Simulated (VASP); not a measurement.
# MnO (Fm-3m) in VASP: further runs, part 2 of 2

VASP 6.6.1. Earlier steps stand in the parts before.

## (3) Vibrations by perturbation theory, PBE, collinear spin, ferromagnetic start

Contents of INCAR:

```
PREC = Accurate
ENCUT = 520
EDIFF = 1E-8
ISMEAR = -1
SIGMA = 0.05
LREAL = F
LASPH = T
NELM = 150
ALGO = Normal
ISIF = 2
LWAVE = F
LCHARG = F
ISPIN = 2
MAGMOM = 4 0
LORBIT = 11
LMAXMIX = 4
GGA = PE
IBRION = 8
NSW = 1
```

Contents of KPOINTS:

```
regular mesh
0
Gamma
  7 7 7
```

Contents of POSCAR:

```
MnO
1.0
    0.0000000000      2.2239077028      2.2239077028
    2.2239077028      0.0000000000      2.2239077028
    2.2239077028      2.2239077028      0.0000000000
Mn O
1 1
Direct
    0.0000000000      0.0000000000      0.0000000000
    0.5000000000      0.5000000000      0.5000000000
```

Potentials or basis: VASP PAW PBE potentials, release 64 (Mn_pv, O).

Run with:

```console
$ cat potpaw_PBE.64/Mn_pv/POTCAR potpaw_PBE.64/O/POTCAR > POTCAR
$ mpirun -np 1 vasp_std > vasp.out
```

OUTCAR:

```text
PREC = Accurate
   ENCUT = 520
   EDIFF = 1E-8
   ISMEAR = -1
   LREAL = F
   LASPH = T
   NELM = 150
   ISIF = 2
   ISPIN = 2
   LORBIT = 11
   GGA = PE
   IBRION = 8
   NSW = 1

 ion  position               nearest neighbor table
   1  0.000  0.000  0.000-   2 2.22   2 2.22   2 2.22   2 2.22   2 2.22   2 2.22
   2  0.500  0.500  0.500-   1 2.22   1 2.22   1 2.22   1 2.22   1 2.22   1 2.22

  LATTYP: Found a face centered cubic cell.
 ALAT       =     4.4478154056

  Lattice vectors:

 A1 = (   0.0000000000,   2.2239077028,   2.2239077028)
 A2 = (   2.2239077028,   0.0000000000,   2.2239077028)
 A3 = (   2.2239077028,   2.2239077028,   0.0000000000)

Analysis of symmetry for initial positions (statically):
=====================================================================
 Subroutine PRICEL returns:
 Original cell was already a primitive cell.

 Routine SETGRP: Setting up the symmetry group for a
[... 971 lines left out ...]
  y     0.00000     0.00000     0.00000     0.00000     0.00000     0.00000
  z     0.00000     0.00000     0.00000     0.00000     0.00000     0.00000

 SECOND DERIVATIVES (NOT SYMMETRIZED)
 ------------------------------------
               1X          1Y          1Z          2X          2Y          2Z
  1X    -3.788199    0.000000    0.000000    3.788199    0.000000    0.000000
  1Y     0.000000   -3.788199    0.000000    0.000000    3.788199    0.000000
  1Z     0.000000    0.000000   -3.788199    0.000000    0.000000    3.788199
  2X     3.783086    0.000000    0.000000   -3.783086    0.000000    0.000000
  2Y     0.000000    3.783086    0.000000    0.000000   -3.783086    0.000000
  2Z     0.000000    0.000000    3.783086    0.000000    0.000000   -3.783086

 Eigenvectors and eigenvalues of the dynamical matrix
 ----------------------------------------------------

   1 f  =    8.639391 THz    54.282892 2PiTHz  288.179052 cm-1    35.729633 meV
             X         Y         Z           dx          dy          dz
      0.000000  0.000000  0.000000     0.000000    0.475169    0.000000
      2.223908  2.223908  2.223908    -0.000000   -0.879895    0.000000
[... 21 lines left out ...]
   6 f/i=    0.002439 THz     0.015327 2PiTHz    0.081368 cm-1     0.010088 meV
             X         Y         Z           dx          dy          dz
      0.000000  0.000000  0.000000    -0.352135    0.806360    0.000000
      2.223908  2.223908  2.223908    -0.190163    0.435457    0.000000

--------------------------------------------------------------------------------------------------------

 ELASTIC MODULI CONTR FROM IONIC RELAXATION (kBar)
 Direction    XX          YY          ZZ          XY          YZ          ZX
 --------------------------------------------------------------------------------
 XX           0.0000      0.0000      0.0000      0.0000      0.0000      0.0000
 YY           0.0000      0.0000      0.0000      0.0000      0.0000      0.0000
 ZZ           0.0000      0.0000      0.0000      0.0000      0.0000      0.0000
 XY           0.0000      0.0000      0.0000      0.0000      0.0000      0.0000
 YZ           0.0000      0.0000      0.0000      0.0000      0.0000      0.0000
 ZX           0.0000      0.0000      0.0000      0.0000      0.0000      0.0000
 --------------------------------------------------------------------------------

 total charge

# of ion       s       p       d       tot
------------------------------------------
    1        0.202   6.175   4.977  11.354
    2        1.562   3.410   0.000   4.972
--------------------------------------------------
tot          1.764   9.585   4.977  16.326

 magnetization (x)

# of ion       s       p       d       tot
------------------------------------------
    1        0.034   0.026   4.238   4.298
    2        0.030   0.161   0.000   0.191
--------------------------------------------------
tot          0.064   0.187   4.238   4.489
```

OSZICAR:

```text
N       E                     dE             d eps       ncg     rms          rms(c)
DAV:   1     0.159225644042E+03    0.15923E+03   -0.11168E+04  1200   0.149E+03
DAV:   2    -0.109783998869E+02   -0.17020E+03   -0.16085E+03  1270   0.386E+02
DAV:   3    -0.186650425715E+02   -0.76866E+01   -0.76400E+01  1354   0.916E+01
DAV:   4    -0.187312470668E+02   -0.66204E-01   -0.66199E-01  1382   0.882E+00
[... 51 lines left out ...]
RMM:  11    -0.359138853767E+00   -0.83672E-07    0.18884E-08  4131   0.845E-05    0.198E-05
RMM:  12    -0.359138817109E+00    0.36658E-07    0.13671E-09  4098   0.392E-05    0.444E-06
RMM:  13    -0.359138790310E+00    0.26799E-07    0.32684E-09  4237   0.160E-05    0.242E-06
RMM:  14    -0.359138779097E+00    0.11213E-07   -0.27990E-09  3969   0.674E-06    0.732E-07
RMM:  15    -0.359138778195E+00    0.90229E-09    0.12415E-10  3242   0.219E-06    0.239E-07
 Linear response finished
```

stdout:

```text
POSCAR found type information on POSCAR MnO
 POSCAR found :  2 types and       2 ions
 scaLAPACK will be used
 LDA part: xc-table for (Slater+PW92), standard interpolation
 POSCAR, INCAR and KPOINTS ok, starting setup
 FFT: planning ... GRIDC
 FFT: planning ... GRID_SOFT
 FFT: planning ... GRID
 WAVECAR not read
 entering main loop
 Linear response reoptimize wavefunctions to high precision
 Linear response DOF=           2
 Linear response progress:
 first order change of Fermi-energy  -0.77159E-04
 force on displaced ion       1 direction 1 :  -3.788   0.000   0.000
 Linear response progress:
 first order change of Fermi-energy   0.11564E-02
 force on displaced ion       2 direction 1 :  -3.783   0.000   0.000
 Linear response finished
```

It took 83 s on 1 thread of AMD EPYC 9R45 (Zen 5), shared host; peak memory 0.17 GiB.

Results:

```
Net moment                                              : 4.72 μB per cell
Site moments                                            : Mn +4.30; O +0.19 μB
Valence electrons inside the program's atomic spheres   : Mn 11.35; O 4.97
Highest phonon frequency at Γ, LO-TO splitting left out : 288 cm⁻¹
```

Phonon frequencies in cm⁻¹ (negative: imaginary):
```csv
q point,frequencies
"(0.000, 0.000, 0.000)",0 0 0 288 288 288
```

Caveat: the cell wasn't relaxed at this level first, which shifts response properties; a cell with one magnetic atom can't hold antiferromagnetic order, which such compounds often take.

## (4) Single point, PBEsol+U, collinear spin, ferromagnetic start

Contents of INCAR:

```
ALGO = Normal ; EDIFF = 1E-7
ENCUT = 520 ; GGA = PS
ISIF = 2 ; ISMEAR = -1
ISPIN = 2 ; LASPH = T
LCHARG = F ; LDAU = T
LDAUJ = 0 0 ; LDAUL = 2 -1
LDAUPRINT = 1 ; LDAUTYPE = 2
LDAUU = 5.3 0 ; LMAXMIX = 4
LORBIT = 11 ; LREAL = F
LWAVE = F ; MAGMOM = 4 0
NBANDS = 20 ; NELM = 150
PREC = Accurate ; SIGMA = 0.05
```

Contents of KPOINTS:

```
k-points
0
Gamma
  10 10 10
```

POSCAR is that of step 3.

Run with:

```console
$ cat potpaw_PBE.64/Mn_pv/POTCAR potpaw_PBE.64/O/POTCAR > POTCAR
$ mpirun -np 1 vasp_std > vasp.out
```

Wall time 40 s (1 thread of AMD EPYC 7R13 (Zen 3), shared host); peak memory 0.13 GiB.

The run converged. Its results:

```yaml
Free_energy: -15.9715 eV
Pressure: 1.8 GPa
Band_gap_on_the_k_mesh: 0.37 eV, indirect (least direct gap 2.58 eV)
Net_moment: 5.00 μB per cell
Site_moments: Mn +4.65; O +0.12 μB
Valence_electrons_inside_the_program's_atomic_spheres: Mn 11.36; O 4.99
```

Levels at points of the mesh, in eV from the valence-band top:
Spin up:
```
           k point  band 8  band 9  band 10  band 11  band 12  band 13  band 14  band 15  band 16  band 17
(0.00, 0.00, 0.00)   -4.25   -4.25    -2.51    -2.51    -2.51     0.37    14.63    16.15    16.15    16.15
(0.50, 0.00, 0.00)   -3.72   -3.72    -2.73     0.00     0.00     4.25     8.65    12.59    12.59    18.61
(0.50, 0.50, 0.00)   -3.62   -3.62    -3.47    -3.47    -3.36     5.73     8.81    10.24    14.51    14.51
```
Spin down:
```
           k point  band 4  band 5  band 6  band 7  band 8  band 9  band 10  band 11
(0.00, 0.00, 0.00)  -18.63   -2.21   -2.21   -2.21    1.72    3.97     3.97     3.97
(0.50, 0.00, 0.00)  -17.63   -6.21   -3.33   -3.33    5.02    5.37     5.45     5.45
(0.50, 0.50, 0.00)  -17.59   -5.38   -3.22   -3.22    1.90    5.27     5.30     6.02
```

Eigenvalues of the final occupation matrices:
```
    site  spin  trace               eigenvalues
site 1 d     1   4.79  0.94 0.94 0.94 0.98 0.98
site 1 d     2   0.18  0.02 0.02 0.02 0.07 0.07
```

Caveat: the PAW data sets were made with another functional, which shifts forces and pressure a little; a cell with one magnetic atom can't hold antiferromagnetic order, which such compounds often take. The state reached can hang on the start; a lower one may exist.

## (5) Density of states, PBE, collinear spin, ferromagnetic start

POSCAR is that of step 4.

Contents of INCAR.step1:

```
SYSTEM = MnO
PREC     = Accurate       ! precision mode
ENCUT    = 520            ! plane-wave cutoff, eV
EDIFF    = 1E-7           ! SCF threshold, eV
ISMEAR   = -1             ! smearing method
SIGMA    = 0.05           ! smearing width, eV
LREAL    = .FALSE.        ! projectors in reciprocal space
LASPH    = .TRUE.         ! aspherical terms in the spheres
NELM     = 150            ! most SCF steps
ALGO     = Normal         ! electronic algorithm
ISIF     = 2              ! what is computed and relaxed
LWAVE    = .FALSE.        ! write WAVECAR
LCHARG   = .TRUE.         ! write CHGCAR
ISPIN    = 2              ! spin polarisation
MAGMOM   = 4 0            ! initial moments
LMAXMIX  = 4              ! l up to which the mixer works
GGA      = PE             ! functional
NBANDS   = 20             ! bands
```

Contents of KPOINTS.step1:

```
Automatic mesh
0
G
  10 10 10
  0 0 0
```

Contents of INCAR.step2:

```
SYSTEM = MnO
PREC     = Accurate       ! precision mode
ENCUT    = 520            ! plane-wave cutoff, eV
EDIFF    = 1E-7           ! SCF threshold, eV
ISMEAR   = -5             ! smearing method
SIGMA    = 0.05           ! smearing width, eV
LREAL    = .FALSE.        ! projectors in reciprocal space
LASPH    = .TRUE.         ! aspherical terms in the spheres
NELM     = 150            ! most SCF steps
ALGO     = Normal         ! electronic algorithm
ISIF     = 2              ! what is computed and relaxed
LWAVE    = .FALSE.        ! write WAVECAR
LCHARG   = .FALSE.        ! write CHGCAR
ISPIN    = 2              ! spin polarisation
MAGMOM   = 4 0            ! initial moments
LORBIT   = 10             ! projections on sites
LMAXMIX  = 4              ! l up to which the mixer works
GGA      = PE             ! functional
NBANDS   = 20             ! bands
NEDOS    = 1001           ! points of the DOS
ICHARG   = 11             ! starting density
```

Contents of KPOINTS.step2:

```
Automatic mesh
0
G
  15 15 15
  0 0 0
```

Run with:

```console
$ cat potpaw_PBE.64/Mn_pv/POTCAR potpaw_PBE.64/O/POTCAR > POTCAR
$ cp INCAR.step1 INCAR
$ cp KPOINTS.step1 KPOINTS
$ mpirun -np 1 vasp_std > vasp.out
$ cp INCAR.step2 INCAR
$ cp KPOINTS.step2 KPOINTS
$ mpirun -np 1 vasp_std > vasp.out
```

Wall time 2.3 min (1 thread of AMD EPYC 7R13 (Zen 3), shared host); peak memory 0.17 GiB.

It converged, with:

| Item | Value |
| --- | --- |
| Net moment | 4.79 μB per cell |
| Site moments | Mn +4.35; O +0.20 μB |
| Valence electrons inside the program's atomic spheres | Mn 11.35; O 4.98 |

Levels at points of the mesh, in eV from the Fermi level:
Spin up:
```
           k point  band 8  band 9  band 10  band 11  band 12  band 13  band 14  band 15  band 16  band 17
(0.00, 0.00, 0.00)   -3.21   -3.21    -3.21    -2.69    -2.69    -0.52    13.97    16.33    16.33    16.33
```
Spin down:
```tsv
k point	band 3	band 4	band 5	band 6	band 7	band 8	band 9	band 10	band 11	band 12
(0.00, 0.00, 0.00)	-45.69	-19.80	-3.34	-3.34	-3.34	0.76	0.76	0.76	0.80	1.39
```

Caveat: a cell with one magnetic atom can't hold antiferromagnetic order, which such compounds often take; semilocal functionals often make such compounds metallic where correlation or magnetic order opens a gap, which also shifts bond lengths; tetrahedron occupations give inexact forces and stress in metals.

## (6) Summary

| task | level | U | k mesh | k mesh for the DOS | occupations for the DOS | gap on the mesh (eV) | pressure (GPa) | moment (μB) |
| --- | --- | --- | --- | --- | --- | --- | --- | --- |
| single point | r2SCAN+U | Mn d U = 3.0 eV | 10 × 10 × 10 | - | - | 0.65 | 2.6 | 5.00 |
| vibrations by perturbation theory | PBE | - | 7 × 7 × 7 | - | - | - | - | 4.72 |
| single point | PBEsol+U | Mn d U = 5.3 eV | 10 × 10 × 10 | - | - | 0.37 | 1.8 | 5.00 |
| density of states | PBE | - | 10 × 10 × 10 | 15 × 15 × 15 | tetrahedron | - | - | 4.79 |

Alike in all rows: potentials or basis VASP PAW PBE potentials, release 64 (Mn_pv, O); spin collinear, ferromagnetic start; cell as given; cutoff (eV) 520; smearing fermi-dirac 0.05 eV.

Caveats: a cell with one magnetic atom can't hold antiferromagnetic order, which such compounds often take; the PAW data sets were made with another functional, which shifts forces and pressure a little (some runs); the cell wasn't relaxed at this level first, which shifts response properties (some runs); semilocal functionals often make such compounds metallic where correlation or magnetic order opens a gap, which also shifts bond lengths (some runs); tetrahedron occupations give inexact forces and stress in metals (some runs).

Total energies depend on the potentials used, so only differences within one code and one set of settings carry meaning.
